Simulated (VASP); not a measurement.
Input of a VASP 6.6.1 run:

File INCAR:

```
SYSTEM = Ag
ALGO = Normal
EDIFF = 1E-6
ENCUT = 520
GGA = PS
ISIF = 2
ISMEAR = -1
LASPH = .TRUE.
LCHARG = .TRUE.
LELF = .TRUE.
LREAL = .FALSE.
LVHAR = .TRUE.
LWAVE = .FALSE.
NBANDS = 18
NELM = 100
PREC = Accurate
SIGMA = 0.08
```

KPOINTS

```
k-points
0
G
  13 13 13
  0 0 0
```

Contents of POSCAR:

```
Ag
1.0
    0.0000000000      2.9147996256      2.9147996256
    2.9147996256      0.0000000000      2.9147996256
    2.9147996256      2.9147996256      0.0000000000
Ag
2
Direct
   -0.1250000000     -0.1250000000     -0.1250000000
    0.1250000000      0.1250000000      0.1250000000
```

Potentials or basis: VASP PAW PBE potentials, release 64 (Ag).

Launch:

```console
$ cat potpaw_PBE.64/Ag/POTCAR > POTCAR
$ mpirun -np 1 vasp_std > vasp.out
```

(1) Predict the band gap on the k mesh.

(2) Estimate the pressure.

Results:

(1) zero (band 11 reaches 4.45 eV, above the bottom of band 12 at 3.45 eV).

(2) 5.7 GPa.

Caveat: the PAW data sets were made with another functional, which shifts forces and pressure a little.
